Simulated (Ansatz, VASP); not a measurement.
## Co in VASP and in Ansatz

```
CELL_PARAMETERS angstrom
2.42738 0.00000 0.00000
-1.21369 2.10217 0.00000
0.00000 0.00000 3.92305
ATOMIC_POSITIONS crystal
Co 0.33333 0.66667 0.25000
Co 0.66667 0.33333 0.75000
```

Alike in both runs: functional LDA; k mesh 14 × 14 × 8; occupations fermi-dirac, width 0.05 eV; collinear spin.

Ansatz relaxed the structure, and its values are those at the end. VASP's run is a single point on that final structure, the one shown.

|  | VASP | Ansatz |
| --- | --- | --- |
| version | VASP 6.6.1 | Ansatz 0.2.0 |
| potentials or method | VASP PAW LDA potentials, release 64 (Co_sv), cutoff 600 eV | plane waves (420 eV) with PAW, scalar-relativistic |
| valence electrons in the cell | 34 | 34 |

Ansatz gave:

```
pressure (GPa)                                                : 0.0
net moment per atom (μB)                                      : 1.51
size of the moment on the site where the two differ most (μB) : 1.56
```

Question: Estimate VASP's values.

Answer: Pressure (GPa): -4.1; net moment per atom (μB): 1.50; size of the moment on the site where the two differ most (μB): 1.53.

Ansatz warns that its potentials were made for another functional, while VASP's fit it. LDA's correlation is that of Perdew and Zunger in VASP and of Perdew and Wang (1992) in Ansatz. Site moments also hang on the region over which each program counts them. One of these differences is far larger than is usual between the two programs; its cause wasn't traced.
